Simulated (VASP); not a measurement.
# Ge2Sb2Te5 (P-3m1) in VASP: notebook, part 2 of 2

VASP 6.6.1. The steps go on from the part before.

## 3. Single point, PBEsol (26.44 Å³/atom)

This run uses another cell than the first one, of 26.44 Å³/atom.

File INCAR:

```
SYSTEM = Ge2Sb2Te5
PREC     = Accurate       ! precision mode
ENCUT    = 520            ! plane-wave cutoff, eV
EDIFF    = 1E-6           ! SCF threshold, eV
ISMEAR   = 0              ! smearing method
SIGMA    = 0.1            ! smearing width, eV
LREAL    = .False.        ! projectors in reciprocal space
LASPH    = .True.         ! aspherical terms in the spheres
NELM     = 80             ! most SCF steps
ALGO     = Normal         ! electronic algorithm
ISIF     = 2              ! what is computed and relaxed
LWAVE    = .False.        ! write WAVECAR
LCHARG   = .False.        ! write CHGCAR
GGA      = PS             ! functional
NBANDS   = 44             ! bands
```

File KPOINTS:

```
regular mesh
0
Gamma
  12 12 2
  0 0 0
```

File POSCAR:

```
Ge2Sb2Te5
1.0
    4.0807398382      0.0000000000      0.0000000000
   -2.0403699191      3.5340243661      0.0000000000
    0.0000000000      0.0000000000     16.5033197014
Ge Sb Te
2 2 5
Direct
    0.0000000000      0.0000000000      0.3404909440
    0.0000000000      0.0000000000      0.6595090560
    0.3333333333      0.6666666667      0.1194517276
    0.6666666667      0.3333333333      0.8805482724
    0.0000000000      0.0000000000      0.0000000000
    0.3333333333      0.6666666667      0.7727821010
    0.6666666667      0.3333333333      0.2272178990
    0.3333333333      0.6666666667      0.4271089242
    0.6666666667      0.3333333333      0.5728910758
```

Potentials or basis: VASP PAW PBE potentials, release 64 (Ge_d, Sb, Te).

Launch:

```sh
$ cat potpaw_PBE.64/Ge_d/POTCAR potpaw_PBE.64/Sb/POTCAR potpaw_PBE.64/Te/POTCAR > POTCAR
$ mpirun -np 1 vasp_std > vasp.out
```

OUTCAR:

```text
SYSTEM = Ge2Sb2Te5
   PREC = Accurate
   ENCUT = 520
   EDIFF = 1E-6
   ISMEAR = 0
   LREAL = .False.
   LASPH = .True.
   NELM = 80
   ISIF = 2
   GGA = PS

 ion  position               nearest neighbor table
   1  0.000  0.000  0.340-   8 2.76   8 2.76   8 2.76   7 3.01   7 3.01   7 3.01
   2  0.000  0.000  0.660-   9 2.76   9 2.76   9 2.76   6 3.01   6 3.01   6 3.01
   3  0.333  0.667  0.119-   7 2.95   7 2.95   7 2.95   5 3.07   5 3.07   5 3.07
   4  0.667  0.333  0.881-   6 2.95   6 2.95   6 2.95   5 3.07   5 3.07   5 3.07
   5  0.000  0.000  0.000-   3 3.07   4 3.07   3 3.07   4 3.07   4 3.07   3 3.07
   6  0.333  0.667  0.773-   4 2.95   4 2.95   4 2.95   2 3.01   2 3.01   2 3.01
[... 1347 lines left out ...]
  external PRESSURE =      51.2984954 kB  Pullay stress =       0.0000000 kB

 VOLUME and BASIS-vectors are now :
 -----------------------------------------------------------------------------
  energy-cutoff  :      520.00
  volume of cell :      238.00
      direct lattice vectors                 reciprocal lattice vectors
     4.080739838  0.000000000  0.000000000     0.245053603  0.141481764  0.000000000
    -2.040369919  3.534024366  0.000000000     0.000000000  0.282963527  0.000000000
     0.000000000  0.000000000 16.503319701     0.000000000  0.000000000  0.060593869

 POSITION                                       TOTAL-FORCE (eV/Angst)
 -----------------------------------------------------------------------------------
      0.00000      0.00000      5.61923         0.000000      0.000000     -0.018252
      0.00000      0.00000     10.88409        -0.000000     -0.000000      0.018252
     -0.00000      2.35602      1.97135         0.000000     -0.000000     -0.025455
      2.04037      1.17801     14.53197        -0.000000      0.000000      0.025455
      0.00000      0.00000      0.00000        -0.000000      0.000000      0.000000
     -0.00000      2.35602     12.75347         0.000000     -0.000000     -0.033865
      2.04037      1.17801      3.74985        -0.000000      0.000000      0.033865
     -0.00000      2.35602      7.04872        -0.000000     -0.000000      0.024383
      2.04037      1.17801      9.45460         0.000000      0.000000     -0.024383
 -----------------------------------------------------------------------------------
    total drift:                                0.000000      0.000000      0.000000

  FREE ENERGIE OF THE ION-ELECTRON SYSTEM (eV)
  ---------------------------------------------------
  free  energy   TOTEN  =       -37.0946550076 eV

  energy  without entropy=      -37.0859369005  energy(sigma->0) =      -37.09029595
```

stdout:

```text
POSCAR found type information on POSCAR GeSbTe
 POSCAR found :  3 types and       9 ions
 scaLAPACK will be used
 -----------------------------------------------------------------------------
|                                                                             |
|                                                                             |
|     You enforced a specific xc type in the INCAR file but a different       |
|     I HOPE YOU KNOW WHAT YOU ARE DOING!                                     |
|                                                                             |
 -----------------------------------------------------------------------------

 LDA part: xc-table for (Slater+PW92), standard interpolation
 POSCAR, INCAR and KPOINTS ok, starting setup
 FFT: planning ... GRIDC
 FFT: planning ... GRID_SOFT
 FFT: planning ... GRID
 WAVECAR not read
 entering main loop
```

Run time: 8.3 min. Hardware: 1 thread of Intel Xeon Platinum 8488C (Sapphire Rapids), shared host; peak memory 0.54 GiB.

What came out:

```
Free energy            : -37.0947 eV
Pressure               : 5.1 GPa
Largest force          : 0.034 eV/Å
Band gap on the k mesh : zero (bands 34 and 35 overlap by 0.19 eV)
```

Forces on the atoms (eV/Å):
```
Ge   0.000  0.000 -0.018
Ge   0.000  0.000  0.018
Sb   0.000  0.000 -0.025
Sb   0.000  0.000  0.025
Te   0.000  0.000  0.000
Te   0.000  0.000 -0.034
Te   0.000  0.000  0.034
Te   0.000  0.000  0.024
Te   0.000  0.000 -0.024
```

Caveat: the cell stands under pressure; the PAW data sets were made with another functional, which shifts forces and pressure a little; spin-orbit coupling is left out, which moves the levels of the heavy elements.

## 4. Single point, PBEsol (27.32 Å³/atom)

This run uses another cell than the first one, of 27.32 Å³/atom.

File INCAR:

```
ALGO = Normal ; EDIFF = 1E-6
ENCUT = 520 ; GGA = PS
ISIF = 2 ; ISMEAR = 0
LASPH = T ; LCHARG = F
LREAL = F ; LWAVE = F
NBANDS = 44 ; NELM = 60
PREC = Accurate ; SIGMA = 0.1
```

File KPOINTS:

```
k-points
0
Gamma
  12 12 2
```

File POSCAR:

```
Ge2Sb2Te5
1.0
    4.1286109912      0.0000000000      0.0000000000
   -2.0643054956      3.5754820007      0.0000000000
    0.0000000000      0.0000000000     16.6543489894
Ge Sb Te
2 2 5
Direct
    0.0000000000      0.0000000000      0.3400707171
    0.0000000000      0.0000000000      0.6599292829
    0.3333333333      0.6666666667      0.1187800601
    0.6666666667      0.3333333333      0.8812199399
    0.0000000000      0.0000000000      0.0000000000
    0.3333333333      0.6666666667      0.7751663776
    0.6666666667      0.3333333333      0.2248336224
    0.3333333333      0.6666666667      0.4253679933
    0.6666666667      0.3333333333      0.5746320067
```

Launch:

```sh
$ cat potpaw_PBE.64/Ge_d/POTCAR potpaw_PBE.64/Sb/POTCAR potpaw_PBE.64/Te/POTCAR > POTCAR
$ mpirun -np 1 vasp_std > vasp.out
```

It took 7.6 min on 1 thread of Intel Xeon Platinum 8488C (Sapphire Rapids), shared host; peak memory 0.58 GiB.

It converged, with:

```yaml
Free_energy: -37.2912 eV
Pressure: 3.1 GPa
Largest_force: 0.031 eV/Å
Band_gap_on_the_k_mesh: zero (bands 34 and 35 overlap by 0.12 eV)
```

Forces on the atoms (eV/Å):
```
Ge   0.000  0.000 -0.024
Ge   0.000  0.000  0.024
Sb   0.000  0.000 -0.021
Sb   0.000  0.000  0.021
Te   0.000  0.000  0.000
Te   0.000  0.000 -0.024
Te   0.000  0.000  0.024
Te   0.000  0.000  0.031
Te   0.000  0.000 -0.031
```

Levels at points of the mesh, in eV from the Fermi level:
| k point | band 30 | band 31 | band 32 | band 33 | band 34 | band 35 | band 36 | band 37 | band 38 | band 39 |
| --- | --- | --- | --- | --- | --- | --- | --- | --- | --- | --- |
| (0.00, 0.00, 0.00) | -1.49 | -1.49 | -1.19 | -0.84 | -0.06 | -0.06 | 0.02 | 0.67 | 0.95 | 0.95 |
| (0.50, 0.00, 0.00) | -2.41 | -2.10 | -2.05 | -1.24 | -1.02 | 0.03 | 0.55 | 0.73 | 1.52 | 1.53 |
| (0.00, 0.00, 0.50) | -1.58 | -1.58 | -1.56 | -0.75 | -0.02 | 0.03 | 0.03 | 0.73 | 0.73 | 0.75 |
| (0.50, 0.00, 0.50) | -2.82 | -2.44 | -2.21 | -1.71 | -0.38 | -0.01 | 0.22 | 1.06 | 1.65 | 1.77 |

Caveat: the cell stands under pressure; the PAW data sets were made with another functional, which shifts forces and pressure a little; spin-orbit coupling is left out, which moves the levels of the heavy elements.

## 5. Single point, PBEsol

This run uses another cell than the first one, of 29.06 Å³/atom.

File INCAR:

```
PREC = Accurate
ENCUT = 520
EDIFF = 1E-6
ISMEAR = 0
SIGMA = 0.15
LREAL = False
LASPH = True
NELM = 60
ALGO = Normal
ISIF = 2
LWAVE = False
LCHARG = False
GGA = PS
NBANDS = 44
```

File KPOINTS:

```
Automatic mesh
0
Gamma
  12 12 4
```

File POSCAR:

```
Ge2Sb2Te5
1.0
    4.2017340711      0.0000000000      0.0000000000
   -2.1008670355      3.6388084455      0.0000000000
    0.0000000000      0.0000000000     17.1060849616
Ge Sb Te
2 2 5
Direct
    0.0000000000      0.0000000000      0.3381076066
    0.0000000000      0.0000000000      0.6618923934
    0.3333333333      0.6666666667      0.1166940745
    0.6666666667      0.3333333333      0.8833059255
    0.0000000000      0.0000000000      0.0000000000
    0.3333333333      0.6666666667      0.7810582628
    0.6666666667      0.3333333333      0.2189417372
    0.3333333333      0.6666666667      0.4206821731
    0.6666666667      0.3333333333      0.5793178269
```

Potentials or basis: VASP PAW PBE potentials, release 64 (Ge_d, Sb, Te).

Launch:

```sh
$ cat potpaw_PBE.64/Ge_d/POTCAR potpaw_PBE.64/Sb/POTCAR potpaw_PBE.64/Te/POTCAR > POTCAR
$ mpirun -np 1 vasp_std > vasp.out
```

OUTCAR:

```text
PREC = Accurate
   ENCUT = 520
   EDIFF = 1E-6
   ISMEAR = 0
   LREAL = False
   LASPH = True
   NELM = 60
   ISIF = 2
   GGA = PS

 ion  position               nearest neighbor table
   1  0.000  0.000  0.338-   8 2.81   8 2.81   8 2.81   7 3.17   7 3.17   7 3.17
   2  0.000  0.000  0.662-   9 2.81   9 2.81   9 2.81   6 3.17   6 3.17   6 3.17
   3  0.333  0.667  0.117-   7 2.99   7 2.99   7 2.99   5 3.14   5 3.14   5 3.14
   4  0.667  0.333  0.883-   6 2.99   6 2.99   6 2.99   5 3.14   5 3.14   5 3.14
   5  0.000  0.000  0.000-   3 3.14   4 3.14   3 3.14   4 3.14   4 3.14   3 3.14
   6  0.333  0.667  0.781-   4 2.99   4 2.99   4 2.99   2 3.17   2 3.17   2 3.17
   7  0.667  0.333  0.219-   3 2.99   3 2.99   3 2.99   1 3.17   1 3.17   1 3.17
   8  0.333  0.667  0.421-   1 2.81   1 2.81   1 2.81   9 3.64   9 3.64   9 3.64
   9  0.667  0.333  0.579-   2 2.81   2 2.81   2 2.81   8 3.64   8 3.64   8 3.64

  LATTYP: Found a hexagonal cell.
 ALAT       =     4.2017340711
 C/A-ratio  =     4.0711964803

  Lattice vectors:

 A1 = (   4.2017340711,   0.0000000000,   0.0000000000)
 A2 = (  -2.1008670355,   3.6388084455,   0.0000000000)
 A3 = (   0.0000000000,   0.0000000000,  17.1060849616)

Analysis of symmetry for initial positions (statically):
=====================================================================
 Subroutine PRICEL returns:
 Original cell was already a primitive cell.

 Routine SETGRP: Setting up the symmetry group for a
 hexagonal supercell.

 Subroutine GETGRP returns: Found 12 space group operations
 (whereof 12 operations were pure point group operations)
 out of a pool of 24 trial point group operations.

The static configuration has the point symmetry D_3d.

Analysis of symmetry for dynamics (positions and initial velocities):
=====================================================================
 Subroutine PRICEL returns:
[... 148 lines left out ...]
   GGA     = PS    functional components
   LHFCALC =     F    Hartree Fock is set to
   AEXX    =    0.0000 exact exchange contribution
   IVDW    =     0    specifies the selected vdW correction
   LEPSILON=     F    determine dielectric tensor
   LRPA    =     F    only Hartree local field effects (RPA)
 non-spin polarized calculation
 Gauss-broadening in eV      SIGMA  =   0.15
  energy-cutoff  :      520.00
  volume of cell :      261.54
 maximum number of plane-waves:      7074
   NGX = 15   NGY = 15   NGZ = 63

 number of electron      68.0000037 magnetization

 Free energy of the ion-electron system (eV)
  ---------------------------------------------------
  ext. energy  EPLUGINS =         0.00000000
  ---------------------------------------------------
  free energy    TOTEN  =       -37.43431963 eV

  energy without entropy =      -37.42270702  energy(sigma->0) =      -37.42851332

 E-fermi :   6.7450     XC(G=0):  -9.7601

 val. band max:        6.7413019020   @ k =   0.0833   0.0000   0.5000
 cond. band min:       6.7597293234   @ k =   0.0000   0.0000   0.0000
 fundamental gap:      0.0184274215
 Fermi energy:         6.7450411082

 k-point     1 :       0.0000    0.0000    0.0000
  band No.  band energies     occupation
      1     -18.0731      2.00000
      2     -18.0731      2.00000
      3     -18.0731      2.00000
      4     -18.0731      2.00000
      5     -18.0607      2.00000
      6     -18.0607      2.00000
[... 1117 lines left out ...]
     43       9.2980      0.00000
     44       9.4659      0.00000

 [... further k-points ...]

------------------------ aborting loop because EDIFF is reached ----------------------------------------

  FORCE on cell =-STRESS in cart. coord.  units (eV):
  Direction    XX          YY          ZZ          XY          YZ          ZX
  --------------------------------------------------------------------------------------
  -------------------------------------------------------------------------------------
  Total        0.1918161      0.1918161      0.1440798      0.0000000     -0.0000000      0.0000000
  in kB        1.1750526      1.1750526      0.8826228      0.0000000     -0.0000000      0.0000000
  external PRESSURE =       1.0775760 kB  Pullay stress =       0.0000000 kB

 VOLUME and BASIS-vectors are now :
 -----------------------------------------------------------------------------
  energy-cutoff  :      520.00
  volume of cell :      261.54
      direct lattice vectors                 reciprocal lattice vectors
     4.201734071  0.000000000  0.000000000     0.237996975  0.137407618  0.000000000
    -2.100867035  3.638808446  0.000000000     0.000000000  0.274815236  0.000000000
     0.000000000  0.000000000 17.106084962     0.000000000  0.000000000  0.058458730

 POSITION                                       TOTAL-FORCE (eV/Angst)
 -----------------------------------------------------------------------------------
      0.00000      0.00000      5.78370        -0.000000      0.000000     -0.019229
      0.00000      0.00000     11.32239         0.000000     -0.000000      0.019229
     -0.00000      2.42587      1.99618        -0.000000      0.000000     -0.031338
      2.10087      1.21294     15.10991         0.000000     -0.000000      0.031338
      0.00000      0.00000      0.00000        -0.000000      0.000000      0.000000
     -0.00000      2.42587     13.36085        -0.000000     -0.000000     -0.031866
      2.10087      1.21294      3.74524        -0.000000      0.000000      0.031866
     -0.00000      2.42587      7.19622        -0.000000      0.000000      0.021168
      2.10087      1.21294      9.90986        -0.000000      0.000000     -0.021168
 -----------------------------------------------------------------------------------
    total drift:                               -0.000000     -0.000000      0.000000

  FREE ENERGIE OF THE ION-ELECTRON SYSTEM (eV)
  ---------------------------------------------------
  free  energy   TOTEN  =       -37.4343196304 eV

  energy  without entropy=      -37.4227070176  energy(sigma->0) =      -37.42851332
```

Wall time 22 min (1 thread of Intel Xeon 8259CL, shared host); peak memory 0.82 GiB.

Results:

- Free energy: -37.4343 eV
- Pressure: 0.1 GPa
- Largest force: 0.032 eV/Å
- Band gap on the k mesh: zero (bands 34 and 35 overlap by 0.04 eV)

Forces on the atoms (eV/Å):
```
Ge   0.000  0.000 -0.019
Ge   0.000  0.000  0.019
Sb   0.000  0.000 -0.031
Sb   0.000  0.000  0.031
Te   0.000  0.000  0.000
Te   0.000  0.000 -0.032
Te   0.000  0.000  0.032
Te   0.000  0.000  0.021
Te   0.000  0.000 -0.021
```

Levels at points of the mesh, in eV from the Fermi level:
| k point | band 32 | band 33 | band 34 | band 35 | band 36 | band 37 |
| --- | --- | --- | --- | --- | --- | --- |
| (0.00, 0.00, 0.00) | -1.31 | -1.02 | -0.10 | 0.01 | 0.01 | 0.54 |
| (0.50, 0.00, 0.00) | -1.91 | -1.22 | -1.13 | 0.22 | 0.58 | 0.60 |
| (0.00, 0.00, 0.50) | -1.54 | -0.93 | -0.12 | 0.07 | 0.07 | 0.56 |
| (0.50, 0.00, 0.50) | -2.07 | -1.71 | -0.49 | -0.01 | 0.40 | 1.00 |

Caveat: the PAW data sets were made with another functional, which shifts forces and pressure a little; spin-orbit coupling is left out, which moves the levels of the heavy elements.

## 6. Summary

| cell | k mesh | smearing | gap on the mesh (eV) | pressure (GPa) | largest force (eV/Å) |
| --- | --- | --- | --- | --- | --- |
| a = 4.015, b = 4.015, c = 16.485 Å, angles 90.0, 90.0, 120.0°, 9 atoms, atomic positions A | 12 × 12 × 2 | gaussian 0.1 eV | none | 7.5 | 0.04 |
| a = 4.081, b = 4.081, c = 16.503 Å, angles 90.0, 90.0, 120.0°, 9 atoms, atomic positions B | 12 × 12 × 2 | gaussian 0.1 eV | none | 5.1 | 0.03 |
| a = 4.129, b = 4.129, c = 16.654 Å, angles 90.0, 90.0, 120.0°, 9 atoms, atomic positions C | 12 × 12 × 2 | gaussian 0.1 eV | none | 3.1 | 0.03 |
| a = 4.202, b = 4.202, c = 17.106 Å, angles 90.0, 90.0, 120.0°, 9 atoms, atomic positions D | 12 × 12 × 4 | gaussian 0.15 eV | none | 0.1 | 0.03 |

Alike in all rows: task single point; level PBEsol; potentials or basis VASP PAW PBE potentials, release 64 (Ge_d, Sb, Te); no spin polarisation; cutoff (eV) 520.

Caveats: the PAW data sets were made with another functional, which shifts forces and pressure a little; spin-orbit coupling is left out, which moves the levels of the heavy elements; the cell stands under pressure (at least some runs).

Total energies depend on the potentials used, so only differences within one code and one set of settings carry meaning.

The gap in the log of VASP goes by the Fermi energy; the results here count the filled bands.